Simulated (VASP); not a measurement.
Runs of VASP 6.6.1 on Sn2As2Se. The structure is that of space group Cmmm (No. 65), or close to it. The cells are those of the table. 

```csv
task,cell,k mesh,cutoff (eV),gap on the mesh (eV),pressure (GPa),largest force (eV/Å)
single point,"a = 5.478, b = 5.478, c = 6.063 Å, angles 90.0, 90.0, 127.8°, 5 atoms",4 × 4 × 4,520,none,(a),0.35
single point,"a = 6.316, b = 6.316, c = 5.007 Å, angles 90.0, 90.0, 126.5°, 5 atoms",8 × 8 × 8,520,none,0.0,-
relaxation of cell and atoms,"relaxed from a = 5.478, b = 5.478, c = 6.063 Å, angles 90.0, 90.0, 127.8°, 5 atoms",4 × 4 × 4,600,none,0.0,-
single point,"a = 6.280, b = 6.280, c = 5.051 Å, angles 90.0, 90.0, 126.3°, 5 atoms",4 × 4 × 4,520,none,0.1,0.03
```

Alike in all rows: level PBE; potentials or basis VASP PAW PBE potentials, release 64 (Sn_d, As, Se); no spin polarisation; smearing gaussian 0.1 eV.

Question: Estimate the missing entries.

Answer: (a) 19.9.

Caveats: some runs use coarse meshes; spin-orbit coupling is left out, which moves the levels of the heavy elements.

A k mesh can miss the band edges, and the runs leave out spin-orbit coupling on As, Se, Sn.

A gap of «none» marks levels without a gap at the run's occupations.
